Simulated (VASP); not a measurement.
**Sb2As: relaxation of cell and atoms with PBE**

Crystal: Sb2As.

```xyz
6
Lattice="5.3165 0.0000 0.0000 0.0000 6.4887 0.0000 0.0000 0.0000 4.0507" Properties=species:S:1:pos:R:3 pbc="T T T"
Sb    1.0654    2.4573    0.0000
Sb    4.2510    4.0314    0.0000
Sb    3.7237    0.7871    2.0253
Sb    1.5928    5.7016    2.0253
As    0.0000    0.0000    0.0000
As    2.6582    3.2444    2.0253
```

| Item | Value |
| --- | --- |
| Program | VASP 6.6.1 |
| Task | relaxation of cell and atoms |
| Functional | PBE |
| Potentials or basis | VASP PAW PBE potentials, release 64 (Sb, As) |
| Cutoff | 600 eV |
| k mesh | 4 × 4 × 4 |
| Occupations | gaussian, width 0.1 eV |
| Spin | no spin polarisation |
| Dipole correction | no |
| Further INCAR settings | ALGO = Normal; EDIFF = 1e-07; IBRION = 2; EDIFFG = -0.04; NSW = 90; ISIF = 3 |

```json
{
  "Relaxed volume": "28.10 Å³/atom",
  "Relaxed cell": "a = 5.827 Å, b = 7.657 Å, c = 3.780 Å, α = 90.00°, β = 90.00°, γ = 90.00°",
  "Space group after relaxing (to 0.1 Å)": "Pnnm (No. 58)",
  "Energy gained by relaxing": "353.5 meV/atom",
  "Ionic steps": "29",
  "Pressure after relaxing": "0.1 GPa",
  "Largest force after relaxing": "0.031 eV/Å",
  "Band gap on the k mesh": "zero (bands 15 and 16 overlap by 3.40 eV)"
}
```

Forces in eV/Å, atoms in the order of the input:
```
Sb   0.011 -0.029  0.000
Sb  -0.011  0.029  0.000
Sb   0.011  0.029  0.000
Sb  -0.011 -0.029  0.000
As   0.000  0.000  0.000
As   0.000  0.000  0.000
```

Stress tensor (GPa, compression positive):
```
 0.19  0.00  0.00
 0.00 -0.04  0.00
 0.00  0.00  0.08
```

The path:
```csv
step,energy change (eV),largest force (eV/Å),pressure (GPa),volume (Å³)
1,0.0000,0.5803,19.57,139.74
2,-1.2343,0.6198,-5.60,205.44
3,-1.8421,0.4572,0.08,175.89
4,-1.8418,0.4643,-0.14,176.67
5,-1.8852,0.3247,-0.23,177.29
6,-1.9145,0.2189,-0.31,178.34
7,-1.9369,0.2036,-0.04,176.80
8,-1.9905,0.1994,0.78,172.11
9,-2.0178,0.2132,2.57,162.41
10,-2.0250,0.2060,2.49,162.38
11,-2.0455,0.1846,2.21,162.28
12,-2.0702,0.1232,1.64,162.02
13,-2.0704,0.1188,1.54,161.97
14,-2.0764,0.1137,1.37,162.58
15,-2.0893,0.0954,0.86,164.42
16,-2.0948,0.0588,-0.07,168.13
17,-2.0957,0.0674,0.16,167.18
18,-2.0985,0.0577,0.08,167.33
19,-2.1043,0.0506,-0.15,167.81
20,-2.1040,0.1121,-0.59,168.73
21,-2.1062,0.0748,-0.37,168.25
22,-2.1095,0.0751,-0.15,167.64
23,-2.1119,0.0742,0.21,166.65
24,-2.1144,0.0723,0.18,166.94
25,-2.1178,0.0790,0.09,167.69
26,-2.1179,0.0834,0.08,167.85
27,-2.1197,0.0580,-0.05,168.45
28,-2.1203,0.0305,-0.21,169.20
29,-2.1209,0.0309,0.08,168.63
```

Final structure:
```cif
data_structure
_symmetry_space_group_name_H-M 'P 1'
_symmetry_Int_Tables_number 1
_cell_length_a 5.8266
_cell_length_b 7.6567
_cell_length_c 3.7798
_cell_angle_alpha 90.000
_cell_angle_beta 90.000
_cell_angle_gamma 90.000
_cell_volume 168.63
loop_
_atom_site_label
_atom_site_type_symbol
_atom_site_fract_x
_atom_site_fract_y
_atom_site_fract_z
_atom_site_occupancy
Sb1 Sb 0.17279 0.36332 0.00000 1
Sb2 Sb 0.82721 0.63668 0.00000 1
Sb3 Sb 0.67279 0.13668 0.50000 1
Sb4 Sb 0.32721 0.86332 0.50000 1
As1 As 0.00000 0.00000 0.00000 1
As2 As 0.50000 0.50000 0.50000 1
```

Levels at points of the mesh, in eV from the Fermi level:
```csv
k point,band 14,band 15,band 16,band 17,band 18,band 19
"(0.00, 0.00, 0.00)",0.60,0.75,1.02,1.26,1.82,2.13
"(0.50, 0.00, 0.00)",-0.96,0.70,0.70,0.77,0.77,1.73
"(0.00, 0.50, 0.00)",-1.53,1.99,1.99,2.29,2.29,2.64
"(0.50, 0.50, 0.00)",-1.02,0.45,0.45,1.75,1.75,2.22
"(0.00, 0.00, 0.50)",-2.16,-1.41,-1.41,0.34,0.34,1.59
"(0.50, 0.00, 0.50)",-0.17,-0.10,-0.10,0.56,0.56,1.65
"(0.00, 0.50, 0.50)",-2.64,-1.09,-1.09,1.08,1.08,2.02
"(0.50, 0.50, 0.50)",-1.26,-0.98,-0.98,1.53,1.53,2.47
```

Wall time 10 min on 1 thread of Intel(R) Xeon(R) 6975P-C (Granite Rapids), with other jobs on the host, peak memory 0.3 GiB.

Caveat: the k points lie up to 0.42 Å⁻¹ apart in the final cell, too coarse for converged energies and pressures of a metal; the volume moved by over 15 % at a fixed basis, so the end points are rough; spin-orbit coupling is left out, which moves the levels of the heavy elements.
